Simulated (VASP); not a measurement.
# LiF (P6_3mc) in VASP: notebook

The runs below take LiF through single point, with LDA.

Program: VASP 6.6.1. These are calculated values, not measurements. Logs are shortened: lines on timing, memory, paths and dates and some standing lists are left out, and cuts for length are marked.

## 1. The cell of the first run

Symmetry: P6_3mc, No. 186, hexagonal system. Conventional cell: a = 3.014 Å, b = 3.014 Å, c = 4.709 Å, α = 90.00°, β = 90.00°, γ = 120.00°. Within 2.4 Å of Li (site symmetry 3m) lie 4 F at 1.79 to 1.94 Å. Within 2.4 Å of F (site symmetry 3m) lie 4 Li at 1.79 to 1.94 Å.

## 2. Single point, LDA (c/a of the conventional cell at fixed volume 1.5622)

Contents of INCAR:

```
SYSTEM = LiF
  ALGO = Normal
  EDIFF = 1E-7
  ENCUT = 520
  ISIF = 2
  ISMEAR = 0
  LASPH = .True.
  LCHARG = .False.
  LREAL = .False.
  LWAVE = .False.
  NBANDS = 18
  NELM = 60
  PREC = Accurate
  SIGMA = 0.05
```

Contents of KPOINTS:

```
k-points
0
Gamma
  9 9 6
  0 0 0
```

Contents of POSCAR:

```
LiF
1.0
    3.0140916337      0.0000000000      0.0000000000
   -1.5070458168      2.6102799241      0.0000000000
    0.0000000000      0.0000000000      4.7086139501
Li F
2 2
Direct
    0.3333333333      0.6666666667      0.4026947866
    0.6666666667      0.3333333333      0.9026947866
    0.3333333333      0.6666666667      0.9910195924
    0.6666666667      0.3333333333      0.4910195924
```

Potentials or basis: VASP PAW LDA potentials, release 64 (Li_sv, F).

The run is started by

```
cat potpaw_LDA.64/Li_sv/POTCAR potpaw_LDA.64/F/POTCAR > POTCAR
mpirun -np 1 vasp_std > vasp.out
```

OUTCAR:

```text
SYSTEM = LiF
   EDIFF = 1E-7
   ENCUT = 520
   ISIF = 2
   ISMEAR = 0
   LASPH = .True.
   LREAL = .False.
   NELM = 60
   PREC = Accurate

 ion  position               nearest neighbor table
   1  0.333  0.667  0.403-   4 1.79   4 1.79   4 1.79   3 1.94
   2  0.667  0.333  0.903-   3 1.79   3 1.79   3 1.79   4 1.94
   3  0.333  0.667  0.991-   2 1.79   2 1.79   2 1.79   1 1.94
   4  0.667  0.333  0.491-   1 1.79   1 1.79   1 1.79   2 1.94

  LATTYP: Found a hexagonal cell.
 ALAT       =     3.0140916337
 C/A-ratio  =     1.5622000000

  Lattice vectors:

 A1 = (   3.0140916337,   0.0000000000,   0.0000000000)
 A2 = (  -1.5070458168,   2.6102799241,   0.0000000000)
 A3 = (   0.0000000000,   0.0000000000,   4.7086139501)

Analysis of symmetry for initial positions (statically):
=====================================================================
 Subroutine PRICEL returns:
 Original cell was already a primitive cell.

 Routine SETGRP: Setting up the symmetry group for a
 hexagonal supercell.

 Subroutine GETGRP returns: Found 12 space group operations
 (whereof  6 operations were pure point group operations)
 out of a pool of 24 trial point group operations.

The static configuration has the point symmetry C_3v.
 The point group associated with its full space group is C_6v.

Analysis of symmetry for dynamics (positions and initial velocities):
=====================================================================
 Subroutine PRICEL returns:
 Original cell was already a primitive cell.

 Routine SETGRP: Setting up the symmetry group for a
 hexagonal supercell.

 Subroutine GETGRP returns: Found 12 space group operations
 (whereof  6 operations were pure point group operations)
 out of a pool of 24 trial point group operations.

The dynamic configuration has the point symmetry C_3v.
 The point group associated with its full space group is C_6v.

 Subroutine INISYM returns: Found 12 space group operations
 (whereof  6 operations are pure point group operations),
 and found     1 'primitive' translations

----------------------------------------------------------------------------------------

                                     Primitive cell

  volume of cell :      37.0456

  direct lattice vectors                    reciprocal lattice vectors
     3.014091634  0.000000000  0.000000000     0.331774916  0.191550337  0.000000000
    -1.507045817  2.610279924  0.000000000     0.000000000  0.383100675  0.000000000
     0.000000000  0.000000000  4.708613950     0.000000000  0.000000000  0.212376723

  length of vectors
     3.014091634  3.014091634  4.708613950     0.383100675  0.383100675  0.212376723

  position of ions in fractional coordinates (direct lattice)
     0.333333333  0.666666667  0.402694787
     0.666666667  0.333333333  0.902694787
     0.333333333  0.666666667  0.991019592
     0.666666667  0.333333333  0.491019592

  ion indices of the primitive-cell ions
   primitive index   ion index
                 1           1
                 2           2
                 3           3
                 4           4

----------------------------------------------------------------------------------------

 KPOINTS: k-points

Automatic generation of k-mesh.
 Grid dimensions read from file:
 generate k-points for:    9    9    6

 Generating k-lattice:

  Cartesian coordinates                     Fractional coordinates (reciprocal lattice)
     0.036863880  0.021283371  0.000000000     0.111111111  0.000000000  0.000000000
     0.000000000  0.042566742  0.000000000     0.000000000  0.111111111  0.000000000
     0.000000000  0.000000000  0.035396120     0.000000000  0.000000000  0.166666667

  Length of vectors
     0.042566742  0.042566742  0.035396120

  Shift w.r.t. Gamma in fractional coordinates (k-lattice)
     0.000000000  0.000000000  0.000000000

 Subroutine IBZKPT returns following result:
 ===========================================

 Found     48 irreducible k-points:

 Following reciprocal coordinates:
            Coordinates               Weight
  0.000000  0.000000  0.000000      1.000000
  0.111111  0.000000  0.000000      6.000000
  0.222222  0.000000  0.000000      6.000000
  0.333333  0.000000  0.000000      6.000000
  0.444444  0.000000  0.000000      6.000000
  0.111111  0.111111  0.000000      6.000000
[... 16 lines left out ...]
  0.333333  0.222222  0.166667     24.000000
  0.333333  0.333333  0.166667      4.000000
 [... further k-points ...]
   k-points           NKPTS =     48   k-points in BZ     NKDIM =     48   number of bands    NBANDS=     18
   number of dos      NEDOS =    301   number of ions     NIONS =      4
   total plane-waves  NPLWV =  20736
   dimension x,y,z NGX =    24 NGY =   24 NGZ =   36
   dimension x,y,z NGXF=    48 NGYF=   48 NGZF=   72
   ions per type =               2   2
   NGX,Y,Z   is equivalent  to a cutoff of  13.24, 13.24, 12.71 a.u.
   NGXF,Y,Z  is equivalent  to a cutoff of  26.47, 26.47, 25.42 a.u.
 SYSTEM =  LiF
   PREC   = accura    normal or accurate (medium, high low for compatibility)
   ISTART =      0    job   : 0-new  1-cont  2-samecut
   ICHARG =      2    charge: 1-file 2-atom 10-const
   ISPIN  =      1    spin polarized calculation?
   LNONCOLLINEAR =      F non collinear calculations
   LSORBIT =      F    spin-orbit coupling
   LASPH  =      T    aspherical Exc in radial PAW
   ENCUT  =  520.0 eV  38.22 Ry    6.18 a.u.   5.60  5.60  8.75*2*pi/ulx,y,z
   NELM   =     60;   NELMIN=  2; NELMDL= -5     # of ELM steps
   EDIFF  = 0.1E-06   stopping-criterion for ELM
   LREAL  =      F    real-space projection
   EDIFFG = 0.1E-05   stopping-criterion for IOM
   NSW    =      0    number of steps for IOM
   IBRION =     -1    ionic relax: 0-MD 1-quasi-New 2-CG
   NFREE  =      0    steps in history (QN), initial steepest desc. (CG)
   ISIF   =      2    stress and relaxation
   ISYM   =      2    0-nonsym 1-usesym 2-fastsym
   POTIM  = 0.5000    time-step for ionic-motion
   TEBEG  =    0.0;   TEEND  =   0.0 temperature during run
   PSTRESS=    0.0 pullay stress
   NELECT =      20.0000    total number of electrons
   NUPDOWN=      -1.0000    fix difference up-down
   EMIN   =  10.00;   EMAX   =-10.00  energy-range for DOS
   EFERMI =   0.00;   METHOD = LEGACY
   ISMEAR =     0;   SIGMA  =   0.05  broadening in eV -4-tet -1-fermi 0-gaus
   EFERMI_NEDOS =   21; number of points for ismear=-14 and -15
   IALGO  =     38    algorithm
   IMIX   =      4    mixing-type and parameters
     AMIX     =   0.40;   BMIX     =  1.00
     AMIX_MAG =   1.60;   BMIX_MAG =  1.00
  volume/ion in A,a.u.               =       9.26        62.50
  Fermi-wavevector in a.u.,A,eV,Ry     =   1.333028  2.519058 24.177060  1.776964
  Thomas-Fermi vector in A             =   2.461918
   LORBIT       =      0    0 simple, 1 ext, 2 COOP (PROOUT), +10 PAW based schemes
   GGA     = CA    functional components
   LHFCALC =     F    Hartree Fock is set to
   AEXX    =    0.0000 exact exchange contribution
   IVDW    =     0    specifies the selected vdW correction
   LEPSILON=     F    determine dielectric tensor
   LRPA    =     F    only Hartree local field effects (RPA)
 non-spin polarized calculation
 Gauss-broadening in eV      SIGMA  =   0.05
  energy-cutoff  :      520.00
  volume of cell :       37.05
 maximum number of plane-waves:      1025
 NGX is ok and might be reduce to    24
   NGX = 11   NGY = 11   NGZ = 17

 number of electron      20.0000003 magnetization

 Free energy of the ion-electron system (eV)
  ---------------------------------------------------
  ext. energy  EPLUGINS =         0.00000000
  ---------------------------------------------------
  free energy    TOTEN  =       -20.77575094 eV

  energy without entropy =      -20.77575094  energy(sigma->0) =      -20.77575094

 E-fermi :  -2.0824     XC(G=0):  -9.8687

 val. band max:       -2.3032155894   @ k =   0.0000   0.0000   0.0000
 cond. band min:       5.4368707235   @ k =   0.0000   0.0000   0.0000
 fundamental gap:      7.7400863129
 Fermi energy:        -2.0823853824

 k-point     1 :       0.0000    0.0000    0.0000
  band No.  band energies     occupation
      1     -41.5743      2.00000
      2     -41.5138      2.00000
      3     -21.5610      2.00000
      4     -21.2208      2.00000
      5      -4.9778      2.00000
      6      -3.0169      2.00000
[... 10 lines left out ...]
     17      17.2661      0.00000
     18      18.1826      0.00000

 k-point     2 :       0.1111    0.0000    0.0000
  band No.  band energies     occupation
      1     -41.5681      2.00000
      2     -41.5111      2.00000
      3     -21.5465      2.00000
      4     -21.2254      2.00000
      5      -4.8941      2.00000
      6      -3.1529      2.00000
[... 10 lines left out ...]
     17      17.5248      0.00000
     18      18.0377      0.00000

 k-point     3 :       0.2222    0.0000    0.0000
  band No.  band energies     occupation
      1     -41.5518      2.00000
      2     -41.5041      2.00000
      3     -21.5054      2.00000
      4     -21.2367      2.00000
      5      -4.6723      2.00000
      6      -3.5476      2.00000
[... 10 lines left out ...]
     17      17.8484      0.00000
     18      17.8859      0.00000

 k-point     4 :       0.3333    0.0000    0.0000
  band No.  band energies     occupation
      1     -41.5319      2.00000
      2     -41.4975      2.00000
      3     -21.4487      2.00000
      4     -21.2580      2.00000
      5      -4.4915      2.00000
      6      -3.8804      2.00000
[... 375 lines left out ...]
      4     -21.2814      2.00000
      5      -4.4027      2.00000
      6      -4.2007      2.00000
[... 10 lines left out ...]
     17      17.3468      0.00000
     18      18.9386      0.00000

 k-point    23 :       0.3333    0.2222    0.1667
  band No.  band energies     occupation
      1     -41.5080      2.00000
      2     -41.4964      2.00000
      3     -21.3666      2.00000
      4     -21.3046      2.00000
      5      -4.6897      2.00000
      6      -3.9627      2.00000
[... 10 lines left out ...]
     17      16.6701      0.00000
     18      19.1224      0.00000

 k-point    24 :       0.3333    0.3333    0.1667
  band No.  band energies     occupation
      1     -41.4999      2.00000
      2     -41.4999      2.00000
      3     -21.3319      2.00000
      4     -21.3319      2.00000
      5      -4.7878      2.00000
      6      -3.7635      2.00000
[... 10 lines left out ...]
     17      16.1963      0.00000
     18      19.2810      0.00000

 [... further k-points ...]
[... 5 lines left out ...]
  --------------------------------------------------------------------------------------
  -------------------------------------------------------------------------------------
  Total        0.4942713      0.4942713     -0.8718367      0.0000000      0.0000000      0.0000000
  in kB       21.3766339     21.3766339    -37.7058822      0.0000000      0.0000000      0.0000000
  external PRESSURE =       1.6824619 kB  Pullay stress =       0.0000000 kB

 VOLUME and BASIS-vectors are now :
 -----------------------------------------------------------------------------
  energy-cutoff  :      520.00
  volume of cell :       37.05
      direct lattice vectors                 reciprocal lattice vectors
     3.014091634  0.000000000  0.000000000     0.331774916  0.191550337  0.000000000
    -1.507045817  2.610279924  0.000000000     0.000000000  0.383100675  0.000000000
     0.000000000  0.000000000  4.708613950     0.000000000  0.000000000  0.212376723

 POSITION                                       TOTAL-FORCE (eV/Angst)
 -----------------------------------------------------------------------------------
     -0.00000      1.74019      1.89613         0.000000     -0.000000     -0.269568
      1.50705      0.87009      4.25044        -0.000000      0.000000     -0.269568
     -0.00000      1.74019      4.66633         0.000000     -0.000000      0.269568
      1.50705      0.87009      2.31202        -0.000000      0.000000      0.269568
 -----------------------------------------------------------------------------------
    total drift:                               -0.000000     -0.000000     -0.000161

  FREE ENERGIE OF THE ION-ELECTRON SYSTEM (eV)
  ---------------------------------------------------
  free  energy   TOTEN  =       -20.7757509429 eV

  energy  without entropy=      -20.7757509429  energy(sigma->0) =      -20.77575094
```

Wall time 12 s (1 thread of AMD EPYC 9R45 (Zen 5), shared host); peak memory 0.11 GiB.

Results:

```
Free energy            : -20.7758 eV
Largest force          : 0.270 eV/Å
Band gap on the k mesh : 7.74 eV, direct
```

Forces in eV/Å, atoms in the order of the input:
```
Li   0.000  0.000 -0.270
Li   0.000  0.000 -0.270
F    0.000  0.000  0.270
F    0.000  0.000  0.270
```

Levels at points of the mesh, in eV from the valence-band top:
```
           k point  band 6  band 7  band 8  band 9  band 10  band 11  band 12  band 13  band 14  band 15
(0.00, 0.00, 0.00)   -0.71   -0.71   -0.36   -0.36     0.00     7.74    12.10    15.58    18.42    18.42
(0.00, 0.00, 0.50)   -1.42   -0.54   -0.54   -0.54    -0.54     9.55     9.55    17.61    17.61    18.71
```

Caveat: the cutoff is under 1.25 times the usual one of these potentials, so pressure, stress and relaxed cells hold a basis-set (Pulay) error. A k mesh can miss the band edges.

## 3. Single point, LDA (c/a of the conventional cell at fixed volume 1.4638)

Contents of INCAR:

```
PREC     = Accurate       # precision mode
ENCUT    = 520            # plane-wave cutoff, eV
EDIFF    = 1E-7           # SCF threshold, eV
ISMEAR   = 0              # smearing method
SIGMA    = 0.05           # smearing width, eV
LREAL    = F              # projectors in reciprocal space
LASPH    = T              # aspherical terms in the spheres
NELM     = 60             # most SCF steps
ALGO     = Normal         # electronic algorithm
ISIF     = 2              # what is computed and relaxed
LWAVE    = F              # write WAVECAR
LCHARG   = F              # write CHGCAR
NBANDS   = 18             # bands
```

Contents of KPOINTS:

```
Automatic mesh
0
Gamma
  9 9 6
```

Contents of POSCAR:

```
LiF
1.0
    3.0801704379      0.0000000000      0.0000000000
   -1.5400852189      2.6675058472      0.0000000000
    0.0000000000      0.0000000000      4.5087534870
Li F
2 2
Direct
    0.3333333333      0.6666666667      0.3839784076
    0.6666666667      0.3333333333      0.8839784076
    0.3333333333      0.6666666667      0.9910195924
    0.6666666667      0.3333333333      0.4910195924
```

Potentials or basis: VASP PAW LDA potentials, release 64 (Li_sv, F).

The run is started by

```
cat potpaw_LDA.64/Li_sv/POTCAR potpaw_LDA.64/F/POTCAR > POTCAR
mpirun -np 1 vasp_std > vasp.out
```

It took 13 s on 1 thread of AMD EPYC 9R45 (Zen 5), shared host; peak memory 0.12 GiB.

The run converged. Its results:

- Free energy: -20.7903 eV
- Largest force: 0.270 eV/Å
- Band gap on the k mesh: 7.76 eV, direct

Forces on the atoms (eV/Å):
```
Li   0.000  0.000  0.270
Li   0.000  0.000  0.270
F    0.000  0.000 -0.270
F    0.000  0.000 -0.270
```

Levels at points of the mesh, in eV from the valence-band top:
```
           k point  band 8  band 9  band 10  band 11  band 12  band 13
(0.00, 0.00, 0.00)   -0.28   -0.28     0.00     7.76    12.49    15.89
(0.00, 0.00, 0.50)   -0.52   -0.52    -0.52     9.59     9.59    18.23
```

Caveat: the cutoff is under 1.25 times the usual one of these potentials, so pressure, stress and relaxed cells hold a basis-set (Pulay) error.
